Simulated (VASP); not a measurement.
A run of VASP 6.6.1 is set up as follows.

INCAR

```
SYSTEM = CuI
PREC = Accurate ; ENCUT = 520
EDIFF = 1E-6 ; ISMEAR = 0
SIGMA = 0.01 ; LREAL = .FALSE.
LASPH = .TRUE. ; NELM = 150
ALGO = Normal ; ISIF = 2
LWAVE = .FALSE. ; LCHARG = .FALSE.
LNONCOLLINEAR = .TRUE. ; MAGMOM = 0 0 0 0 0 0
LORBIT = 11 ; LSORBIT = .TRUE.
GGA_COMPAT = .FALSE. ; LORBMOM = .TRUE.
LMAXMIX = 4 ; GGA = PS
NBANDS = 30
```

Contents of KPOINTS:

```
regular mesh
0
G
  6 6 6
  0 0 0
```

The input POSCAR:

```
CuI
1.0
    3.0152293324      3.0152293324      0.0000000000
   -3.0152293324      3.0152293324      0.0000000000
    0.0000000000      3.0152293324      3.0152293324
Cu I
1 1
Direct
    0.7500000000      0.2500000000      0.5000000000
    0.0000000000      0.0000000000      0.0000000000
```

Potentials or basis: VASP PAW PBE potentials, release 64 (Cu, I).

Run with:

```bash
$ cat potpaw_PBE.64/Cu/POTCAR potpaw_PBE.64/I/POTCAR > POTCAR
$ mpirun -np 1 vasp_ncl > vasp.out
```

Task: Estimate the net moment.

Result: 0.00 μB per cell.

Task: Predict the pressure.

Result: -1.8 GPa.

Moments on the atoms (μB; x, y, z):
```
Cu  0.00 0.00 0.00
I   0.00 0.00 0.00
```

Caveat: the PAW data sets were made with another functional, which shifts forces and pressure a little.
